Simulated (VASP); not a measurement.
# Si3Sn (P-4m2) in VASP: settings compared

Aim: see how the results for Si3Sn move with the level of theory and the settings. Levels: PBE, r2SCAN. Tasks: single point, relaxation of cell and atoms.

All numbers are computed with VASP 6.6.1; they aren't measurements. Logs are shortened: lines on timing, memory, paths and dates and some standing lists are left out, and cuts for length are marked.

## Step 1: The cell of the first run

Symmetry: P-4m2, No. 115, tetragonal system. Conventional cell: a = 4.038 Å, b = 4.038 Å, c = 5.749 Å, α = 90.00°, β = 90.00°, γ = 90.00°. Within 3.2 Å of Si (site symmetry 2mm) lie 2 Si at 2.40 Å and 2 Sn at 2.56 Å. Si (site symmetry -4m2) has 4 Si at 2.40 Å within 3.2 Å. Within 3.4 Å of Sn (site symmetry -4m2) lie 4 Si at 2.56 Å.

## Step 2: Single point, PBE

INCAR reads:

```
PREC = Accurate
ENCUT = 520
EDIFF = 1E-7
ISMEAR = -1
SIGMA = 0.02
LREAL = F
LASPH = T
NELM = 100
ALGO = Normal
ISIF = 2
LWAVE = F
LCHARG = F
GGA = PE
NBANDS = 21
```

KPOINTS reads:

```
regular mesh
0
Gamma
  6 6 4
```

POSCAR reads:

```
Si3Sn
1.0
    4.0376389216      0.0000000000      0.0000000000
    0.0000000000      4.0376389216      0.0000000000
    0.0000000000      0.0000000000      5.7486207076
Si Sn
3 1
Direct
    0.5000000000      0.0000000000      0.7746010647
    0.5000000000      0.5000000000      0.0000000000
    0.0000000000      0.5000000000      0.2253989353
    0.0000000000      0.0000000000      0.5000000000
```

Potentials or basis: VASP PAW PBE potentials, release 64 (Si, Sn_d).

The run is started by

```
> cat potpaw_PBE.64/Si/POTCAR potpaw_PBE.64/Sn_d/POTCAR > POTCAR
> mpirun -np 1 vasp_std > vasp.out
```

OUTCAR:

```text
PREC = Accurate
   ENCUT = 520
   EDIFF = 1E-7
   ISMEAR = -1
   LREAL = F
   LASPH = T
   NELM = 100
   ISIF = 2
   GGA = PE

 ion  position               nearest neighbor table
   1  0.500  0.000  0.775-   2 2.40   2 2.40   4 2.56   4 2.56
   2  0.500  0.500  0.000-   1 2.40   3 2.40   1 2.40   3 2.40
   3  0.000  0.500  0.225-   2 2.40   2 2.40   4 2.56   4 2.56
   4  0.000  0.000  0.500-   1 2.56   3 2.56   3 2.56   1 2.56

  LATTYP: Found a simple tetragonal cell.
 ALAT       =     4.0376389216
 C/A-ratio  =     1.4237579980

  Lattice vectors:

 A1 = (   4.0376389216,   0.0000000000,   0.0000000000)
 A2 = (   0.0000000000,   4.0376389216,   0.0000000000)
 A3 = (   0.0000000000,   0.0000000000,   5.7486207076)

Analysis of symmetry for initial positions (statically):
=====================================================================
 Subroutine PRICEL returns:
 Original cell was already a primitive cell.

 Routine SETGRP: Setting up the symmetry group for a
 simple tetragonal supercell.

 Subroutine GETGRP returns: Found  8 space group operations
 (whereof  8 operations were pure point group operations)
 out of a pool of 16 trial point group operations.

The static configuration has the point symmetry D_2d.

Analysis of symmetry for dynamics (positions and initial velocities):
=====================================================================
 Subroutine PRICEL returns:
 Original cell was already a primitive cell.

 Routine SETGRP: Setting up the symmetry group for a
 simple tetragonal supercell.

 Subroutine GETGRP returns: Found  8 space group operations
 (whereof  8 operations were pure point group operations)
 out of a pool of 16 trial point group operations.

The dynamic configuration has the point symmetry D_2d.

 Subroutine INISYM returns: Found  8 space group operations
 (whereof  8 operations are pure point group operations),
 and found     1 'primitive' translations

----------------------------------------------------------------------------------------

                                     Primitive cell

  volume of cell :      93.7171

  direct lattice vectors                    reciprocal lattice vectors
     4.037638922  0.000000000  0.000000000     0.247669497  0.000000000  0.000000000
     0.000000000  4.037638922  0.000000000     0.000000000  0.247669497  0.000000000
     0.000000000  0.000000000  5.748620708     0.000000000  0.000000000  0.173954771

  length of vectors
     4.037638922  4.037638922  5.748620708     0.247669497  0.247669497  0.173954771

  position of ions in fractional coordinates (direct lattice)
     0.500000000  0.000000000  0.774601065
     0.500000000  0.500000000  0.000000000
     0.000000000  0.500000000  0.225398935
     0.000000000  0.000000000  0.500000000

  ion indices of the primitive-cell ions
   primitive index   ion index
                 1           1
                 2           2
                 3           3
                 4           4

----------------------------------------------------------------------------------------

 KPOINTS: regular mesh

Automatic generation of k-mesh.
 Grid dimensions read from file:
 generate k-points for:    6    6    4

 Generating k-lattice:

  Cartesian coordinates                     Fractional coordinates (reciprocal lattice)
     0.041278249  0.000000000  0.000000000     0.166666667  0.000000000  0.000000000
     0.000000000  0.041278249  0.000000000     0.000000000  0.166666667  0.000000000
     0.000000000  0.000000000  0.043488693     0.000000000  0.000000000  0.250000000

  Length of vectors
     0.041278249  0.041278249  0.043488693

  Shift w.r.t. Gamma in fractional coordinates (k-lattice)
     0.000000000  0.000000000  0.000000000

 Subroutine IBZKPT returns following result:
 ===========================================

 Found     30 irreducible k-points:

 Following reciprocal coordinates:
            Coordinates               Weight
  0.000000  0.000000  0.000000      1.000000
  0.166667  0.000000  0.000000      4.000000
[... 49 lines left out ...]
      5     -15.2240      2.00000
      6      -5.7237      2.00000
[... 13 lines left out ...]
     20      12.7356      0.00000
     21      13.3550      0.00000

 k-point     2 :       0.1667    0.0000    0.0000
  band No.  band energies     occupation
      1     -15.2975      2.00000
      2     -15.2681      2.00000
      3     -15.2645      2.00000
      4     -15.2277      2.00000
      5     -15.2217      2.00000
      6      -5.5018      2.00000
[... 13 lines left out ...]
     20      12.3570      0.00000
     21      13.3201      0.00000

 k-point     3 :       0.3333    0.0000    0.0000
  band No.  band energies     occupation
      1     -15.2862      2.00000
      2     -15.2750      2.00000
      3     -15.2641      2.00000
      4     -15.2317      2.00000
      5     -15.2162      2.00000
      6      -4.8558      2.00000
[... 13 lines left out ...]
     20      11.4289      0.00000
     21      12.4362      0.00000

 k-point     4 :       0.5000    0.0000    0.0000
  band No.  band energies     occupation
      1     -15.2802      2.00000
      2     -15.2795      2.00000
      3     -15.2638      2.00000
      4     -15.2336      2.00000
      5     -15.2128      2.00000
      6      -3.9800      2.00000
[... 13 lines left out ...]
     20      11.2749      0.00000
     21      11.5131      0.00000

 k-point     5 :       0.1667    0.1667    0.0000
  band No.  band energies     occupation
      1     -15.2913      2.00000
      2     -15.2683      2.00000
      3     -15.2671      2.00000
      4     -15.2298      2.00000
      5     -15.2198      2.00000
      6      -5.2797      2.00000
[... 13 lines left out ...]
     20      11.8715      0.00000
     21      12.1271      0.00000
[... 382 lines left out ...]
     20      11.4048      0.00000
     21      11.4048      0.00000

 k-point    22 :       0.1667    0.0000    0.5000
  band No.  band energies     occupation
      1     -15.2975      2.00000
      2     -15.2684      2.00000
      3     -15.2647      2.00000
      4     -15.2277      2.00000
      5     -15.2212      2.00000
      6      -4.7307      2.00000
[... 13 lines left out ...]
     20      10.7351      0.00000
     21      10.9057      0.00000

 k-point    23 :       0.3333    0.0000    0.5000
  band No.  band energies     occupation
      1     -15.2863      2.00000
      2     -15.2753      2.00000
      3     -15.2642      2.00000
      4     -15.2316      2.00000
      5     -15.2156      2.00000
      6      -4.2050      2.00000
[... 13 lines left out ...]
     20      11.6885      0.00000
     21      12.8277      0.00000

 k-point    24 :       0.5000    0.0000    0.5000
  band No.  band energies     occupation
      1     -15.2806      2.00000
      2     -15.2794      2.00000
      3     -15.2639      2.00000
      4     -15.2336      2.00000
      5     -15.2123      2.00000
      6      -3.7834      2.00000
[... 13 lines left out ...]
     20      12.4947      0.00000
     21      13.0785      0.00000

 [... further k-points ...]
[... 5 lines left out ...]
  --------------------------------------------------------------------------------------
  -------------------------------------------------------------------------------------
  Total        0.8034430      0.8034430      0.7930645      0.0000000      0.0000000      0.0000000
  in kB       13.7355809     13.7355809     13.5581520      0.0000000      0.0000000      0.0000000
  external PRESSURE =      13.6764379 kB  Pullay stress =       0.0000000 kB

 VOLUME and BASIS-vectors are now :
 -----------------------------------------------------------------------------
  energy-cutoff  :      520.00
  volume of cell :       93.72
      direct lattice vectors                 reciprocal lattice vectors
     4.037638922  0.000000000  0.000000000     0.247669497  0.000000000  0.000000000
     0.000000000  4.037638922  0.000000000     0.000000000  0.247669497  0.000000000
     0.000000000  0.000000000  5.748620708     0.000000000  0.000000000  0.173954771

 POSITION                                       TOTAL-FORCE (eV/Angst)
 -----------------------------------------------------------------------------------
      2.01882      0.00000      4.45289        -0.000000      0.000000      0.082079
      2.01882      2.01882      0.00000        -0.000000     -0.000000     -0.000000
      0.00000      2.01882      1.29573        -0.000000      0.000000     -0.082079
      0.00000      0.00000      2.87431         0.000000      0.000000     -0.000000
 -----------------------------------------------------------------------------------
    total drift:                                0.000000      0.000000      0.000000

  FREE ENERGIE OF THE ION-ELECTRON SYSTEM (eV)
  ---------------------------------------------------
  free  energy   TOTEN  =       -19.5888259361 eV

  energy  without entropy=      -19.5888079222  energy(sigma->0) =      -19.58881693
```

It took 21 s on 1 thread of Intel Xeon 6975P-C (Granite Rapids), shared host; peak memory 0.21 GiB.

What came out:

| Item | Value |
| --- | --- |
| Free energy | -19.5888 eV |
| Pressure | 1.4 GPa |
| Largest force | 0.082 eV/Å |
| Band gap on the k mesh | 0.23 eV, indirect (least direct gap 0.50 eV) |

Forces on the atoms (eV/Å):
```
Si   0.000  0.000  0.082
Si   0.000  0.000  0.000
Si   0.000  0.000 -0.082
Sn   0.000  0.000  0.000
```

Levels at points of the mesh, in eV from the valence-band top:
```tsv
k point	band 11	band 12	band 13	band 14	band 15	band 16
(0.00, 0.00, 0.00)	-0.32	0.00	0.00	0.50	0.53	1.81
(0.50, 0.00, 0.00)	-3.57	-2.04	-0.92	1.40	2.75	4.02
(0.50, 0.50, 0.00)	-2.91	-2.91	-2.65	0.23	0.58	0.58
(0.00, 0.00, 0.50)	-2.53	-1.42	-1.42	0.56	0.96	2.71
(0.50, 0.00, 0.50)	-1.41	-1.33	-0.73	0.59	0.96	2.72
(0.50, 0.50, 0.50)	-3.78	-3.78	-3.70	3.94	3.94	4.03
```

Caveat: spin-orbit coupling is left out, which moves the levels of the heavy elements.

## Step 3: Single point, r2SCAN

POSCAR is that of step 2.

INCAR.step1 reads:

```
  ALGO = Normal
  EDIFF = 1E-4
  ENCUT = 520
  GGA = PE
  ISMEAR = -1
  LASPH = T
  LCHARG = F
  LREAL = F
  LWAVE = T
  NBANDS = 21
  NELM = 100
  PREC = Accurate
  SIGMA = 0.02
```

INCAR.step2 reads:

```
  ALGO = Normal
  EDIFF = 1E-6
  ENCUT = 520
  ISIF = 2
  ISMEAR = -1
  ISTART = 1
  LASPH = T
  LCHARG = F
  LMIXTAU = T
  LREAL = F
  LWAVE = F
  METAGGA = R2SCAN
  NBANDS = 21
  NELM = 100
  PREC = Accurate
  SIGMA = 0.02
```

KPOINTS reads:

```
k-points
0
Gamma
  6 6 4
```

Potentials or basis: VASP PAW PBE potentials, release 64 (Si, Sn_d).

The run is started by

```
> cat potpaw_PBE.64/Si/POTCAR potpaw_PBE.64/Sn_d/POTCAR > POTCAR
> cp INCAR.step1 INCAR
> mpirun -np 1 vasp_std > vasp.out
> cp INCAR.step2 INCAR
> mpirun -np 1 vasp_std > vasp.out
```

It took 74 s on 1 thread of Intel Xeon 6975P-C (Granite Rapids), shared host; peak memory 0.23 GiB.

It converged, with:

```yaml
Free_energy: -50.5492 eV
Pressure: -0.2 GPa
Largest_force: 0.005 eV/Å
Band_gap_on_the_k_mesh: 0.41 eV, indirect (least direct gap 0.69 eV)
```

Forces on the atoms (eV/Å):
```
Si   0.000  0.000  0.005
Si   0.000  0.000  0.000
Si   0.000  0.000 -0.005
Sn   0.000  0.000  0.000
```

Levels at points of the mesh, in eV from the valence-band top:
```tsv
k point	band 9	band 10	band 11	band 12	band 13	band 14	band 15	band 16	band 17	band 18
(0.00, 0.00, 0.00)	-3.21	-3.21	-0.31	0.00	0.00	0.69	0.71	2.29	2.46	2.46
(0.50, 0.00, 0.00)	-5.87	-3.99	-3.72	-2.16	-0.97	1.64	3.04	4.31	4.71	4.88
(0.50, 0.50, 0.00)	-7.80	-3.32	-3.07	-3.07	-2.81	0.41	0.77	0.77	1.28	9.10
(0.00, 0.00, 0.50)	-3.92	-2.67	-2.67	-1.50	-1.50	0.73	1.15	3.02	3.58	5.52
(0.50, 0.00, 0.50)	-7.04	-2.11	-1.49	-1.41	-0.78	0.86	1.26	2.94	3.29	3.53
(0.50, 0.50, 0.50)	-7.61	-3.97	-3.95	-3.95	-3.87	4.24	4.24	4.39	4.40	4.60
```

Caveat: the PAW data sets were made with another functional, which shifts forces and pressure a little; spin-orbit coupling is left out, which moves the levels of the heavy elements.

## Step 4: Single point, r2SCAN

POSCAR is that of step 3.

INCAR.step1 reads:

```
PREC = Accurate
ENCUT = 520
ISMEAR = 0
SIGMA = 0.01
LREAL = F
LASPH = T
NELM = 60
NBANDS = 21
GGA = PE
ALGO = Normal
EDIFF = 1E-4
LWAVE = T
LCHARG = F
```

INCAR.step2 reads:

```
PREC = Accurate
ENCUT = 520
EDIFF = 1E-7
ISMEAR = 0
SIGMA = 0.01
LREAL = F
LASPH = T
NELM = 60
ALGO = Normal
ISIF = 2
LWAVE = F
LCHARG = F
METAGGA = R2SCAN
LMIXTAU = T
NBANDS = 21
ISTART = 1
```

KPOINTS reads:

```
regular mesh
0
Gamma
  6 6 4
```

The run is started by

```
> cat potpaw_PBE.64/Si/POTCAR potpaw_PBE.64/Sn_d/POTCAR > POTCAR
> cp INCAR.step1 INCAR
> mpirun -np 1 vasp_std > vasp.out
> cp INCAR.step2 INCAR
> mpirun -np 1 vasp_std > vasp.out
```

Wall time 78 s (1 thread of Intel Xeon 6975P-C (Granite Rapids), shared host); peak memory 0.23 GiB.

Results (log left out):

- Free energy: -50.5492 eV
- Pressure: -0.2 GPa
- Largest force: 0.005 eV/Å
- Band gap on the k mesh: 0.41 eV, indirect (least direct gap 0.69 eV)

Forces in eV/Å, atoms in the order of the input:
```
Si   0.000  0.000  0.005
Si   0.000  0.000  0.000
Si   0.000  0.000 -0.005
Sn   0.000  0.000  0.000
```

Levels at points of the mesh, in eV from the valence-band top:
| k point | band 10 | band 11 | band 12 | band 13 | band 14 | band 15 | band 16 | band 17 |
| --- | --- | --- | --- | --- | --- | --- | --- | --- |
| (0.00, 0.00, 0.00) | -3.21 | -0.31 | 0.00 | 0.00 | 0.69 | 0.71 | 2.29 | 2.46 |
| (0.50, 0.00, 0.00) | -3.99 | -3.72 | -2.16 | -0.97 | 1.64 | 3.04 | 4.31 | 4.71 |
| (0.50, 0.50, 0.00) | -3.32 | -3.07 | -3.07 | -2.81 | 0.41 | 0.77 | 0.77 | 1.28 |
| (0.00, 0.00, 0.50) | -2.67 | -2.67 | -1.50 | -1.50 | 0.73 | 1.15 | 3.02 | 3.58 |
| (0.50, 0.00, 0.50) | -2.11 | -1.49 | -1.41 | -0.78 | 0.86 | 1.26 | 2.94 | 3.29 |
| (0.50, 0.50, 0.50) | -3.97 | -3.95 | -3.95 | -3.87 | 4.24 | 4.24 | 4.39 | 4.40 |

Caveat: the PAW data sets were made with another functional, which shifts forces and pressure a little; spin-orbit coupling is left out, which moves the levels of the heavy elements. r2SCAN opens gaps a little over a GGA but as a rule still falls short of measured ones.

## Step 5: Relaxation of cell and atoms, r2SCAN

This run uses another cell than the first one, of 23.89 Å³/atom, 1.020 times its volume.

POSCAR reads:

```
Si3Sn
1.0
    4.0649598021      0.0000000000      0.0000000000
    0.0000000000      4.0649598021      0.0000000000
    0.0000000000      0.0000000000      5.7835424937
Si Sn
3 1
Direct
    0.5000000000      0.0000000000      0.7754124098
    0.5000000000      0.5000000000      0.0000000000
    0.0000000000      0.5000000000      0.2245875902
    0.0000000000      0.0000000000      0.5000000000
```

INCAR.step1 reads:

```
SYSTEM = Si3Sn
ALGO = Normal ; EDIFF = 1E-4
ENCUT = 600 ; GGA = PE
ISMEAR = -1 ; LASPH = .TRUE.
LCHARG = .FALSE. ; LREAL = .FALSE.
LWAVE = .TRUE. ; NELM = 100
PREC = Accurate ; SIGMA = 0.02
```

INCAR.step2 reads:

```
SYSTEM = Si3Sn
ALGO = Normal ; EDIFF = 1E-7
EDIFFG = -0.005 ; ENCUT = 600
IBRION = 2 ; ISIF = 3
ISMEAR = -1 ; ISTART = 1
LASPH = .TRUE. ; LCHARG = .FALSE.
LMIXTAU = .TRUE. ; LREAL = .FALSE.
LWAVE = .FALSE. ; METAGGA = R2SCAN
NELM = 100 ; NSW = 80
PREC = Accurate ; SIGMA = 0.02
```

KPOINTS reads:

```
k-points
0
G
  6 6 4
  0 0 0
```

The run is started by

```
> cat potpaw_PBE.64/Si/POTCAR potpaw_PBE.64/Sn_d/POTCAR > POTCAR
> cp INCAR.step1 INCAR
> mpirun -np 1 vasp_std > vasp.out
> cp INCAR.step2 INCAR
> mpirun -np 1 vasp_std > vasp.out
```

Run time: 4.4 min. Hardware: 1 thread of Intel Xeon 6975P-C (Granite Rapids), shared host; peak memory 0.27 GiB.

The run converged. Its results:

| Quantity | Value |
| --- | --- |
| Free energy | -50.5499 eV |
| Relaxed volume | 23.39 Å³/atom |
| Relaxed cell | a = 4.036 Å, b = 4.036 Å, c = 5.746 Å, α = 90.00°, β = 90.00°, γ = 90.00° |
| Space group after relaxing (to 0.05 Å) | P-4m2 (No. 115) |
| Energy gained by relaxing | 2.7 meV/atom |
| Ionic steps | 7 |
| Pressure after relaxing | 0.0 GPa |
| Band gap on the k mesh | 0.40 eV, indirect (least direct gap 0.69 eV) |

Step by step:
| step | energy change (eV) | largest force (eV/Å) | pressure (GPa) | volume (Å³) |
| --- | --- | --- | --- | --- |
| 1 | 0.0000 | 0.0846 | -1.63 | 95.57 |
| 2 | -0.0064 | 0.0166 | 1.13 | 92.25 |
| 3 | -0.0109 | 0.0242 | 0.01 | 93.52 |
| 4 | -0.0109 | 0.0255 | -0.02 | 93.56 |
| 5 | -0.0109 | 0.0101 | -0.03 | 93.57 |
| 6 | -0.0109 | 0.0016 | -0.03 | 93.57 |
| 7 | -0.0109 | 0.0002 | -0.03 | 93.57 |

Final structure:
```
Si Sn
1.0
     4.03560    0.00000    0.00000
     0.00000    4.03560    0.00000
     0.00000    0.00000    5.74567
Si Sn
3 1
Direct
  0.50000 0.00000 0.77469
  0.50000 0.50000 0.00000
  0.00000 0.50000 0.22531
  0.00000 0.00000 0.50000
```

Levels at points of the mesh, in eV from the valence-band top:
```csv
k point,band 10,band 11,band 12,band 13,band 14,band 15,band 16,band 17
"(0.00, 0.00, 0.00)",-3.22,-0.31,0.00,0.00,0.69,0.71,2.30,2.46
"(0.50, 0.00, 0.00)",-4.00,-3.73,-2.16,-0.98,1.64,3.04,4.32,4.71
"(0.50, 0.50, 0.00)",-3.33,-3.08,-3.08,-2.81,0.40,0.77,0.77,1.28
"(0.00, 0.00, 0.50)",-2.67,-2.67,-1.50,-1.50,0.72,1.15,3.02,3.59
"(0.50, 0.00, 0.50)",-2.11,-1.49,-1.41,-0.78,0.87,1.27,2.94,3.29
"(0.50, 0.50, 0.50)",-3.97,-3.96,-3.96,-3.88,4.24,4.24,4.39,4.40
```

Caveat: the PAW data sets were made with another functional, which shifts forces and pressure a little; spin-orbit coupling is left out, which moves the levels of the heavy elements. A k mesh can miss the band edges.

## Step 6: Overview

| task | level | cell | cutoff (eV) | smearing | gap on the mesh (eV) | pressure (GPa) | largest force (eV/Å) |
| --- | --- | --- | --- | --- | --- | --- | --- |
| single point | PBE | a = 4.038, b = 4.038, c = 5.749 Å, 4 atoms | 520 | fermi-dirac 0.02 eV | 0.23 | 1.4 | 0.08 |
| single point | r2SCAN | a = 4.038, b = 4.038, c = 5.749 Å, 4 atoms | 520 | fermi-dirac 0.02 eV | 0.41 | -0.2 | 0.01 |
| single point | r2SCAN | a = 4.038, b = 4.038, c = 5.749 Å, 4 atoms | 520 | gaussian 0.01 eV | 0.41 | -0.2 | 0.01 |
| relaxation of cell and atoms | r2SCAN | relaxed from a = 4.065, b = 4.065, c = 5.784 Å, 4 atoms | 600 | fermi-dirac 0.02 eV | 0.40 | 0.0 | - |

Alike in all rows: potentials or basis VASP PAW PBE potentials, release 64 (Si, Sn_d); no spin polarisation; k mesh 6 × 6 × 4.

On the cell as given the gap runs from 0.23 eV (PBE) to 0.41 eV (r2SCAN). The pressure there spans -0.2 GPa (r2SCAN) to 1.4 GPa (PBE); a positive pressure means that this level wants a larger cell, a negative one a smaller.

Caveats: spin-orbit coupling is left out, which moves the levels of the heavy elements; the PAW data sets were made with another functional, which shifts forces and pressure a little (some runs).

Absolute energies hang on the potentials; compare differences alone.
